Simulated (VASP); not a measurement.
A run of VASP 6.6.1 is set up as follows.

Contents of INCAR:

```
SYSTEM = TiZn3N3
PREC = Accurate ; ENCUT = 520
EDIFF = 1E-6 ; ISMEAR = 0
SIGMA = 0.15 ; LREAL = .FALSE.
LASPH = .TRUE. ; NELM = 150
ALGO = Normal ; ISIF = 2
LWAVE = .FALSE. ; LCHARG = .FALSE.
ISPIN = 2 ; MAGMOM = 1 0 0 0 0 0 0
LORBIT = 11 ; LMAXMIX = 4
GGA = PE ; NBANDS = 44
```

KPOINTS

```
regular mesh
0
G
  3 3 3
  0 0 0
```

Contents of POSCAR:

```
TiZn3N3
1.0
    5.7286619587      0.0000000000      0.0000000000
   -2.8643309793      4.9611667859      0.0000000000
    0.0000000000      0.0000000000      5.2908144323
Ti Zn N
1 3 3
Direct
    0.0000000000      0.0000000000      0.0000000000
    0.0000000000      0.0000000000      0.5000000000
    0.3333333333      0.6666666667      0.0000000000
    0.6666666667      0.3333333333      0.0000000000
    0.6749769479      0.0000000000      0.0000000000
    0.0000000000      0.6749769479      0.0000000000
    0.3250230521      0.3250230521      0.0000000000
```

Potentials or basis: VASP PAW PBE potentials, release 64 (Ti_sv, Zn, N).

The run is started by

```sh
$ cat potpaw_PBE.64/Ti_sv/POTCAR potpaw_PBE.64/Zn/POTCAR potpaw_PBE.64/N/POTCAR > POTCAR
$ mpirun -np 1 vasp_std > vasp.out
```

(1) Estimate the largest force.

(2) What does it give for the net moment?

Answers

(1) 0.031 eV/Å.

(2) 0.03 μB per cell.

Caveat: the k points lie up to 0.42 Å⁻¹ apart.
